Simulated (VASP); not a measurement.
# BiTe (R-3m) in VASP: a series of runs

The runs below take BiTe through relaxation of cell and atoms, single point, with PBEsol+D3(BJ), PBEsol+D4, r2SCAN, HSE06.

All numbers are computed with VASP 6.6.1; they aren't measurements. Logs are shortened: lines on timing, memory, paths and dates and some standing lists are left out, and cuts for length are marked.

## (1) The cell of the first run

It takes space group R-3m (No. 166, trigonal). Conventional cell: a = 4.845 Å, b = 4.845 Å, c = 9.952 Å, α = 90.00°, β = 90.00°, γ = 120.00°. Bi (site symmetry -3m) has 6 Te at 3.25 Å and 6 Bi at 4.34 Å within 4.4 Å. Within 4.4 Å of Te (site symmetry -3m) lie 6 Bi at 3.25 Å and 6 Te at 4.34 Å.

## (2) Relaxation of cell and atoms, PBEsol+D3(BJ)

Contents of INCAR:

```
PREC = Accurate ; ENCUT = 600
EDIFF = 1E-6 ; ISMEAR = -1
SIGMA = 0.05 ; LREAL = False
LASPH = True ; NELM = 60
ALGO = Normal ; ISIF = 3
LWAVE = False ; LCHARG = False
GGA = PS ; IVDW = 12
IBRION = 2 ; NSW = 60
EDIFFG = -0.01
```

Contents of KPOINTS:

```
Automatic mesh
0
Gamma
  7 7 7
```

Contents of POSCAR:

```
BiTe
1.0
    2.4227077728      1.3987509848      3.3172919545
   -2.4227077728      1.3987509848      3.3172919545
    0.0000000000     -2.7975019696      3.3172919545
Bi Te
1 1
Direct
    0.5000000000      0.5000000000      0.5000000000
    0.0000000000      0.0000000000      0.0000000000
```

Potentials or basis: VASP PAW PBE potentials, release 64 (Bi_d, Te).

The run is started by

```sh
cat potpaw_PBE.64/Bi_d/POTCAR potpaw_PBE.64/Te/POTCAR > POTCAR
mpirun -np 1 vasp_std > vasp.out
```

OUTCAR:

```text
PREC = Accurate
   ENCUT = 600
   EDIFF = 1E-6
   ISMEAR = -1
   LREAL = False
   LASPH = True
   NELM = 60
   ISIF = 3
   GGA = PS
   IVDW = 12
   IBRION = 2
   NSW = 60
   EDIFFG = -0.01
 IVDW          = 12

 ion  position               nearest neighbor table
   1  0.500  0.500  0.500-   2 3.25   2 3.25   2 3.25   2 3.25   2 3.25   2 3.25
   2  0.000  0.000  0.000-   1 3.25   1 3.25   1 3.25   1 3.25   1 3.25   1 3.25

  LATTYP: Found a trigonal (rhomboedric) cell.
 ALAT       =     4.3394058558
 COS(alpha) =     0.3765932224

  Lattice vectors:

 A1 = (   2.4227077728,   1.3987509848,   3.3172919545)
 A2 = (  -2.4227077728,   1.3987509848,   3.3172919545)
 A3 = (   0.0000000000,  -2.7975019696,   3.3172919545)

Analysis of symmetry for initial positions (statically):
=====================================================================
 Subroutine PRICEL returns:
 Original cell was already a primitive cell.

 Routine SETGRP: Setting up the symmetry group for a
 trigonal (rhombohedral) supercell.

 Subroutine GETGRP returns: Found 12 space group operations
 (whereof 12 operations were pure point group operations)
 out of a pool of 12 trial point group operations.

The static configuration has the point symmetry D_3d.

Analysis of symmetry for dynamics (positions and initial velocities):
=====================================================================
 Subroutine PRICEL returns:
 Original cell was already a primitive cell.

 Routine SETGRP: Setting up the symmetry group for a
 trigonal (rhombohedral) supercell.

 Subroutine GETGRP returns: Found 12 space group operations
 (whereof 12 operations were pure point group operations)
 out of a pool of 12 trial point group operations.

The dynamic configuration has the point symmetry D_3d.

 Subroutine INISYM returns: Found 12 space group operations
 (whereof 12 operations are pure point group operations),
 and found     1 'primitive' translations

----------------------------------------------------------------------------------------

                                     Primitive cell

  volume of cell :      67.4491

  direct lattice vectors                    reciprocal lattice vectors
     2.422707773  1.398750985  3.317291954     0.206380648  0.119153923  0.100483568
    -2.422707773  1.398750985  3.317291954    -0.206380648  0.119153923  0.100483568
     0.000000000 -2.797501970  3.317291954     0.000000000 -0.238307845  0.100483568

  length of vectors
     4.339405856  4.339405856  4.339405856     0.258626326  0.258626326  0.258626326

  position of ions in fractional coordinates (direct lattice)
     0.500000000  0.500000000  0.500000000
     0.000000000  0.000000000  0.000000000

  ion indices of the primitive-cell ions
   primitive index   ion index
                 1           1
[... 71 lines left out ...]
   ENCUT  =  600.0 eV  44.10 Ry    6.64 a.u.   8.67  8.67  8.67*2*pi/ulx,y,z
   NELM   =     60;   NELMIN=  2; NELMDL= -5     # of ELM steps
   EDIFF  = 0.1E-05   stopping-criterion for ELM
   LREAL  =      F    real-space projection
   EDIFFG = -.1E-01   stopping-criterion for IOM
   NSW    =     60    number of steps for IOM
   IBRION =      2    ionic relax: 0-MD 1-quasi-New 2-CG
   NFREE  =      1    steps in history (QN), initial steepest desc. (CG)
   ISIF   =      3    stress and relaxation
   ISYM   =      2    0-nonsym 1-usesym 2-fastsym
   POTIM  = 0.5000    time-step for ionic-motion
   TEBEG  =    0.0;   TEEND  =   0.0 temperature during run
   PSTRESS=    0.0 pullay stress
   NELECT =      21.0000    total number of electrons
   NUPDOWN=      -1.0000    fix difference up-down
   EMIN   =  10.00;   EMAX   =-10.00  energy-range for DOS
   EFERMI =   0.00;   METHOD = LEGACY
   ISMEAR =    -1;   SIGMA  =   0.05  broadening in eV -4-tet -1-fermi 0-gaus
   EFERMI_NEDOS =   21; number of points for ismear=-14 and -15
   IALGO  =     38    algorithm
   IMIX   =      4    mixing-type and parameters
     AMIX     =   0.40;   BMIX     =  1.00
     AMIX_MAG =   1.60;   BMIX_MAG =  1.00
  volume/ion in A,a.u.               =      33.72       227.58
  Fermi-wavevector in a.u.,A,eV,Ry     =   1.109573  2.096789 16.750837  1.231152
  Thomas-Fermi vector in A             =   2.246114
   LORBIT       =      0    0 simple, 1 ext, 2 COOP (PROOUT), +10 PAW based schemes
   GGA     = PS    functional components
   LHFCALC =     F    Hartree Fock is set to
   AEXX    =    0.0000 exact exchange contribution
   IVDW    =    12    specifies the selected vdW correction
   LEPSILON=     F    determine dielectric tensor
   LRPA    =     F    only Hartree local field effects (RPA)
 conjugate gradient relaxation of ions
 non-spin polarized calculation
  energy-cutoff  :      600.00
  volume of cell :       67.45
 maximum number of plane-waves:      2263
   NGX = 17   NGY = 17   NGZ = 17

--------------------------------------- Ionic step        1  -------------------------------------------

 number of electron      21.0000005 magnetization

 Free energy of the ion-electron system (eV)
  ---------------------------------------------------
  ext. energy  EPLUGINS =         0.00000000
  ---------------------------------------------------
  free energy    TOTEN  =        -7.97481703 eV

  energy without entropy =       -7.96281948  energy(sigma->0) =       -7.96881825

 E-fermi :   6.5114     XC(G=0):  -9.6320

 val. band max:        6.4834759644   @ k =  -0.4286   0.2857   0.2857
 cond. band min:       6.5596883338   @ k =   0.2857   0.2857   0.2857
 fundamental gap:      0.0762123694
 Fermi energy:         6.5114331604

 k-point     1 :       0.0000    0.0000    0.0000
  band No.  band energies     occupation
      1     -16.6350      2.00000
      2     -16.6350      2.00000
      3     -16.6194      2.00000
      4     -16.6194      2.00000
      5     -16.6026      2.00000
      6      -6.9807      2.00000
      7      -1.7752      2.00000
      8       3.6110      2.00000
      9       3.6110      2.00000
     10       4.9245      2.00000
     11       8.3934      0.00000
     12       9.0081      0.00000
     13       9.0081      0.00000
     14      10.5430      0.00000
[... 710 lines left out ...]
--------------------------------------- Ionic step        9  -------------------------------------------

 number of electron      20.9999997 magnetization

 Free energy of the ion-electron system (eV)
  ---------------------------------------------------
  ext. energy  EPLUGINS =         0.00000000
  ---------------------------------------------------
  free energy    TOTEN  =        -7.97166341 eV

  energy without entropy =       -7.96165859  energy(sigma->0) =       -7.96666100

 E-fermi :   7.8168     XC(G=0): -10.1609

 val. band max:        7.7914536118   @ k =  -0.4286   0.2857   0.2857
 cond. band min:       7.8310543066   @ k =  -0.4286   0.1429   0.1429
 fundamental gap:      0.0396006948
 Fermi energy:         7.8167542266

 k-point     1 :       0.0000    0.0000    0.0000
  band No.  band energies     occupation
      1     -15.3195      2.00000
      2     -15.3195      2.00000
      3     -15.3079      2.00000
      4     -15.3079      2.00000
      5     -15.2782      2.00000
      6      -6.3252      2.00000
      7      -0.1512      2.00000
      8       4.5712      2.00000
      9       4.5712      2.00000
     10       6.4548      2.00000
     11      10.0320      0.00000
     12      11.0107      0.00000
     13      11.0107      0.00000
     14      11.4659      0.00000
[... 424 lines left out ...]
  FREE ENERGIE OF THE ION-ELECTRON SYSTEM (eV)
  ---------------------------------------------------
  free  energy   TOTEN  =        -8.9704062230 eV

  energy  without entropy=       -8.9604014056  energy(sigma->0) =       -8.96540381

 reached required accuracy - stopping structural energy minimisation
```

CONTCAR:

```text
BiTe
   1.00000000000000
     2.4039897819667928    1.3879441477535832    3.0110105156030875
    -2.4039897819667928    1.3879441477535832    3.0110105156030875
     0.0000000000000000   -2.7758882955071664    3.0110105156030875
  Bi              Te
     1     1
Direct
     0.5000000000000000    0.5000000000000000    0.5000000000000000
     0.0000000000000000    0.0000000000000000    0.0000000000000000

  0.00000000E+00  0.00000000E+00  0.00000000E+00
  0.00000000E+00  0.00000000E+00  0.00000000E+00
```

Run time: 3.8 min. Hardware: 1 thread of Intel Xeon 8259CL, shared host; peak memory 0.26 GiB.

What came out:

```
Free energy                           : -8.9704 eV
Relaxed volume                        : 30.14 Å³/atom
Relaxed cell                          : a = 4.095 Å, b = 4.095 Å, c = 4.095 Å, α = 71.89°, β = 71.89°, γ = 71.89°
Space group after relaxing (to 0.1 Å) : R-3m (No. 166)
Energy gained by relaxing             : 51.7 meV/atom
Ionic steps                           : 9
Pressure after relaxing               : 0.0 GPa
Band gap on the k mesh                : zero (an odd number of electrons rules out a gap without spin polarisation)
Dispersion energy per atom            : -0.499 eV
```

Step by step:
| step | energy change (eV) | largest force (eV/Å) | pressure (GPa) | volume (Å³) |
| --- | --- | --- | --- | --- |
| 1 | 0.0000 | 0.0000 | -4.45 | 67.45 |
| 2 | -0.0549 | 0.0000 | 3.46 | 58.71 |
| 3 | -0.0860 | 0.0000 | -0.03 | 61.75 |
| 4 | -0.0860 | 0.0000 | 0.08 | 61.64 |
| 5 | -0.0898 | 0.0000 | 0.09 | 61.48 |
| 6 | -0.0987 | 0.0000 | 0.10 | 60.95 |
| 7 | -0.1000 | 0.0000 | 0.01 | 59.75 |
| 8 | -0.1033 | 0.0000 | 0.05 | 60.40 |
| 9 | -0.1034 | 0.0000 | 0.02 | 60.28 |

Final structure:
```xyz
2
Lattice="2.4040 1.3879 3.0110 -2.4040 1.3879 3.0110 0.0000 -2.7759 3.0110" Properties=species:S:1:pos:R:3 pbc="T T T"
Bi    0.0000    0.0000    4.5165
Te    0.0000    0.0000    0.0000
```

Levels at points of the mesh, in eV from the Fermi level:
```csv
k point,band 6,band 7,band 8,band 9,band 10,band 11,band 12,band 13,band 14
"(0.00, 0.00, 0.00)",-14.14,-7.97,-3.25,-3.25,-1.36,2.22,3.19,3.19,3.65
```

Caveat: the PAW data sets were made with another functional, which shifts forces and pressure a little; spin-orbit coupling is left out, which moves the levels of the heavy elements.

## (3) Relaxation of cell and atoms, PBEsol+D4

Contents of INCAR:

```
ALGO     = Normal         # electronic algorithm
EDIFF    = 1E-7           # SCF threshold, eV
EDIFFG   = -0.01          # ionic threshold
ENCUT    = 600            # plane-wave cutoff, eV
GGA      = PS             # functional
IBRION   = 2              # ionic algorithm
ISIF     = 3              # what is computed and relaxed
ISMEAR   = -1             # smearing method
IVDW     = 13             # dispersion correction
LASPH    = True           # aspherical terms in the spheres
LCHARG   = False          # write CHGCAR
LREAL    = False          # projectors in reciprocal space
LWAVE    = False          # write WAVECAR
NELM     = 80             # most SCF steps
NSW      = 60             # ionic steps
PREC     = Accurate       # precision mode
SIGMA    = 0.05           # smearing width, eV
```

Contents of KPOINTS:

```
k-points
0
Gamma
  7 7 7
```

POSCAR is that of step 2.

Potentials or basis: VASP PAW PBE potentials, release 64 (Bi_d, Te).

The run is started by

```sh
cat potpaw_PBE.64/Bi_d/POTCAR potpaw_PBE.64/Te/POTCAR > POTCAR
mpirun -np 1 vasp_std > vasp.out
```

Run time: 6.9 min. Hardware: 1 thread of Intel Xeon 8259CL, shared host; peak memory 0.25 GiB.

It converged, with:

| Item | Value |
| --- | --- |
| Free energy | -8.6097 eV |
| Relaxed volume | 30.88 Å³/atom |
| Relaxed cell | a = 4.147 Å, b = 4.147 Å, c = 4.147 Å, α = 70.94°, β = 70.94°, γ = 70.94° |
| Space group after relaxing (to 0.1 Å) | R-3m (No. 166) |
| Energy gained by relaxing | 32.4 meV/atom |
| Ionic steps | 11 |
| Pressure after relaxing | 0.0 GPa |
| Band gap on the k mesh | zero (an odd number of electrons rules out a gap without spin polarisation) |
| Dispersion energy per atom | -0.309 eV |

The path:
```csv
step,energy change (eV),largest force (eV/Å),pressure (GPa),volume (Å³)
1,0.0000,0.0000,-3.57,67.45
2,-0.0363,0.0000,2.54,60.37
3,-0.0552,0.0000,-0.02,62.83
4,-0.0575,0.0000,-0.01,62.71
5,-0.0624,0.0000,-0.02,62.32
6,-0.0634,0.0000,-0.10,61.47
7,-0.0648,0.0000,-0.06,61.92
8,-0.0649,0.0000,-0.06,61.81
9,-0.0648,0.0000,-0.06,61.84
10,-0.0648,0.0000,0.17,61.60
11,-0.0649,0.0000,0.00,61.77
```

Final structure:
```
Bi Te
1.0
     2.40670    1.38951    3.07848
    -2.40670    1.38951    3.07848
     0.00000   -2.77902    3.07848
Bi Te
1 1
Cartesian
  0.0000 0.0000 4.6177
  0.0000 0.0000 0.0000
```

Levels at points of the mesh, in eV from the Fermi level:
| k point | band 8 | band 9 | band 10 | band 11 | band 12 | band 13 |
| --- | --- | --- | --- | --- | --- | --- |
| (0.00, 0.00, 0.00) | -3.18 | -3.18 | -1.41 | 2.12 | 3.01 | 3.01 |

Caveat: the PAW data sets were made with another functional, which shifts forces and pressure a little; spin-orbit coupling is left out, which moves the levels of the heavy elements.

[end of part 1 of 2]
